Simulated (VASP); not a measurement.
# TiCO3: relaxation of cell and atoms with r2SCAN

The system is TiCO3.

```
CELL_PARAMETERS angstrom
2.32527 4.02748 0.00000
-2.32527 4.02748 0.00000
0.00000 -2.68498 5.13471
ATOMIC_POSITIONS crystal
Ti 0.00000 0.00000 0.00000
Ti 0.50000 0.50000 0.50000
C 0.25000 0.25000 0.75000
C 0.75000 0.75000 0.25000
O 0.51140 0.98860 0.75000
O 0.25000 0.51140 0.75000
O 0.98860 0.25000 0.75000
O 0.48860 0.01140 0.25000
O 0.75000 0.48860 0.25000
O 0.01140 0.75000 0.25000
```

```yaml
Program: VASP 6.6.1
Task: relaxation of cell and atoms
Functional: r2SCAN
Potentials_or_basis: VASP PAW PBE potentials, release 64 (Ti_sv, C, O)
Cutoff: 600 eV
k_mesh: 5 × 5 × 5
Occupations: gaussian, width 0.0182 eV
Spin: no spin polarisation
Dipole_correction: no
Further_INCAR_settings: ALGO = Normal; EDIFF = 1e-06; IBRION = 2; EDIFFG = -0.03; NSW = 100; ISIF = 3
```

```
Relaxed volume                        : 9.30 Å³/atom
Relaxed cell                          : a = 4.766 Å, b = 4.766 Å, c = 5.471 Å, α = 115.82°, β = 115.82°, γ = 60.00°
Space group after relaxing (to 0.1 Å) : R-3c (No. 167)
Pressure after relaxing               : -0.1 GPa
Largest force after relaxing          : 0.024 eV/Å
Band gap on the k mesh                : zero (bands 34 and 35 overlap by 0.26 eV)
```

Forces in eV/Å, atoms in the order of the input:
```
Ti   0.000  0.000  0.000
Ti   0.000  0.000  0.000
C    0.000  0.000  0.000
C    0.000  0.000  0.000
O   -0.024  0.000  0.000
O    0.012 -0.020  0.000
O    0.012  0.020  0.000
O    0.024  0.000  0.000
O   -0.012  0.020  0.000
O   -0.012 -0.020  0.000
```

Stress tensor (GPa, compression positive):
```
-0.21  0.00  0.00
 0.00 -0.21  0.00
 0.00  0.00  0.04
```

Final structure:
```
Ti C O
1.0
     2.38296    4.12740    0.00000
    -2.38296    4.12740    0.00000
     0.00000   -2.75160    4.72927
Ti C O
2 2 6
Direct
  0.00000 0.00000 0.00000
  0.50000 0.50000 0.50000
  0.25000 0.25000 0.75000
  0.75000 0.75000 0.25000
  0.52639 0.97361 0.75000
  0.25000 0.52639 0.75000
  0.97361 0.25000 0.75000
  0.47361 0.02639 0.25000
  0.75000 0.47361 0.25000
  0.02639 0.75000 0.25000
```

Levels at points of the mesh, in eV from the Fermi level:
```
           k point  band 30  band 31  band 32  band 33  band 34  band 35  band 36  band 37  band 38  band 39
(0.00, 0.00, 0.00)    -5.65    -5.38    -5.38     0.24     0.24     0.26     0.27     0.57     0.57     0.77
```

Run time: 69 min on 1 thread of AMD EPYC 9R45 96-Core Processor (Zen 5), on a shared host, peak memory 0.33 GiB.

Caveat: the PAW data sets were made with another functional, which shifts forces and pressure a little; semilocal functionals often make such compounds metallic where correlation or magnetic order opens a gap, which also shifts bond lengths.
